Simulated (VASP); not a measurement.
Wanted: the native input for a VASP 6.6.1 run.

```
Task                   : single point
Functional             : PBEsol
Potentials or basis    : VASP PAW PBE potentials, release 64 (Ti_sv, O)
Cutoff                 : 520 eV
k mesh                 : 10 × 10 × 10
Occupations            : methfessel-paxton, width 0.1 eV
Spin                   : no spin polarisation
Dipole correction      : no
Further INCAR settings : ALGO = Normal; EDIFF = 1e-06; NBANDS = 33
```

The structure of TiO2 lies in POSCAR:

```
TiO2
1.0
   -1.8850201264      1.8850201264      4.7755630187
    1.8850201264     -1.8850201264      4.7755630187
    1.8850201264      1.8850201264     -4.7755630187
Ti O
2 4
Direct
    0.0000000000      0.0000000000      0.0000000000
    0.7500000000      0.2500000000      0.5000000000
    0.2075443438      0.2075443438      0.0000000000
    0.9575443438      0.4575443438      0.5000000000
    0.5424556562      0.0424556562      0.5000000000
    0.7924556562      0.7924556562      0.0000000000
```

The input as run:

INCAR

```
SYSTEM = TiO2
ALGO = Normal
EDIFF = 1E-6
ENCUT = 520
GGA = PS
ISIF = 2
ISMEAR = 1
LASPH = .TRUE.
LCHARG = .TRUE.
LELF = .TRUE.
LREAL = .FALSE.
LVHAR = .TRUE.
LWAVE = .FALSE.
NBANDS = 33
NELM = 100
PREC = Accurate
SIGMA = 0.1
```

KPOINTS

```
k-points
0
G
  10 10 10
  0 0 0
```

Potentials or basis: VASP PAW PBE potentials, release 64 (Ti_sv, O).

The run is started by

```bash
$ cat potpaw_PBE.64/Ti_sv/POTCAR potpaw_PBE.64/O/POTCAR > POTCAR
$ mpirun -np 1 vasp_std > vasp.out
```

It gave:

```
Pressure               : 0.7 GPa
Largest force          : 0.019 eV/Å
Band gap on the k mesh : 2.10 eV (least direct gap 2.42 eV)
```

Caveat: the PAW data sets were made with another functional, which shifts forces and pressure a little.

Wall time 6.4 min on 1 thread of AMD EPYC 7R13 Processor (Zen 3), with other jobs on the host, peak memory 0.34 GiB.
